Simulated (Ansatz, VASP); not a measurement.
Bi2Se3: VASP and Ansatz over several settings

```
Bi Se
1.0
     2.07150    1.19598    9.54533
    -2.07150    1.19598    9.54533
     0.00000   -2.39196    9.54533
Bi Se
2 3
Direct
  0.59920 0.59920 0.59920
  0.40080 0.40080 0.40080
  0.78830 0.78830 0.78830
  0.21170 0.21170 0.21170
  0.00000 0.00000 0.00000
```

Single points on this cell with VASP 6.6.1 and Ansatz 0.2.0. Each row is one pair of runs. Alike in all rows: spin: off; VASP's potentials, cutoff: VASP PAW PBE potentials, release 64 (Bi_d, Se), 520 eV; Ansatz's potentials, cutoff: Ansatz PAW, 420 eV.

```tsv
level	k mesh	smearing	gap on the k mesh at the Fermi level (eV), VASP	gap on the k mesh at the Fermi level (eV), Ansatz	least direct gap on the mesh (eV), VASP	least direct gap on the mesh (eV), Ansatz	pressure (GPa), VASP	pressure (GPa), Ansatz
PBE	3 × 3 × 3	fermi-dirac, width 0.05 eV	0.24	0.24	0.24	0.24	2.5	2.5
PBE	8 × 8 × 8	gaussian, width 0.013 eV	0.21	0.22	0.21	0.22	2.6	2.5
PBE	8 × 8 × 8	gaussian, width 0.014 eV	0.21	0.22	0.21	0.22	2.6	2.5
```

Gap on the k mesh at the fermi level (eV): the two programs differ by at most 0.002; least direct gap on the mesh (eV): the two programs differ by at most 0.002; pressure (GPa): the two programs differ by at most 0.02.

VASP's potentials hold 48 valence electrons a cell and Ansatz's 78, so a difference there can come from the potentials and not from the codes.

The k mesh is coarse in some rows, so the values compare programs but aren't converged. Neither program's run includes spin-orbit coupling. Noted on Ansatz's runs: odd divisions of the mesh miss points on the zone boundary, where band edges often lie, so the gap on the mesh can be too wide.
